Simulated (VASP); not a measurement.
Wanted: the native input for a VASP 6.6.1 run.

| Property | Result |
| --- | --- |
| Task | relaxation of cell and atoms |
| Functional | LDA |
| Potentials or basis | VASP PAW LDA potentials, release 64 (Hf_pv, O) |
| Cutoff | 600 eV |
| k mesh | 6 × 6 × 8 |
| Occupations | gaussian, width 0.02 eV |
| Spin | no spin polarisation |
| Target pressure | 12 GPa |
| Dipole correction | no |
| Further INCAR settings | ALGO = Normal; EDIFF = 1e-07; IBRION = 2; EDIFFG = -0.008; NSW = 70; ISIF = 3 |

The structure of HfO2 lies in POSCAR:

```
HfO2
1.0
    4.7092631273      0.0000000000      0.0000000000
    0.0000000000      4.7092631273      0.0000000000
    0.0000000000      0.0000000000      3.1423955372
Hf O
2 4
Direct
    0.0000000000      0.0000000000      0.0000000000
    0.5000000000      0.5000000000      0.5000000000
    0.1952556619      0.8047443381      0.5000000000
    0.3047443381      0.3047443381      0.0000000000
    0.6952556619      0.6952556619      0.0000000000
    0.8047443381      0.1952556619      0.5000000000
```

The input as run:

INCAR

```
ALGO = Normal
EDIFF = 1E-7
EDIFFG = -0.008
ENCUT = 600
IBRION = 2
ISIF = 3
ISMEAR = 0
LASPH = True
LCHARG = False
LREAL = False
LWAVE = False
NELM = 60
NSW = 70
PREC = Accurate
PSTRESS = 120.0
SIGMA = 0.02
```

KPOINTS

```
k-points
0
Gamma
  6 6 8
```

Potentials or basis: VASP PAW LDA potentials, release 64 (Hf_pv, O).

Run with:

```console
$ cat potpaw_LDA.64/Hf_pv/POTCAR potpaw_LDA.64/O/POTCAR > POTCAR
$ mpirun -np 1 vasp_std > vasp.out
```

It gave:

```json
{"Relaxed volume": "11.52 Å³/atom", "Relaxed cell": "a = 4.687 Å, b = 4.687 Å, c = 3.148 Å, α = 90.00°, β = 90.00°, γ = 90.00°", "Space group after relaxing (to 0.1 Å)": "P4_2/mnm (No. 136)", "Energy change on relaxing (the run minimises the enthalpy)": "+6.0 meV/atom", "Ionic steps": "6", "Pressure after relaxing": "12.0 GPa", "Largest force after relaxing": "0.007 eV/Å", "Band gap on the k mesh": "4.03 eV"}
```

Caveat: the cell is relaxed towards a set pressure, so the run minimises the enthalpy, not the energy; spin-orbit coupling is left out, which moves the levels of the heavy elements.

Run time: 6.1 min on 1 thread of Intel(R) Xeon(R) Platinum 8259CL CPU @ 2.50GHz (Skylake/Cascade Lake), with other jobs on the host, peak memory 0.24 GiB.
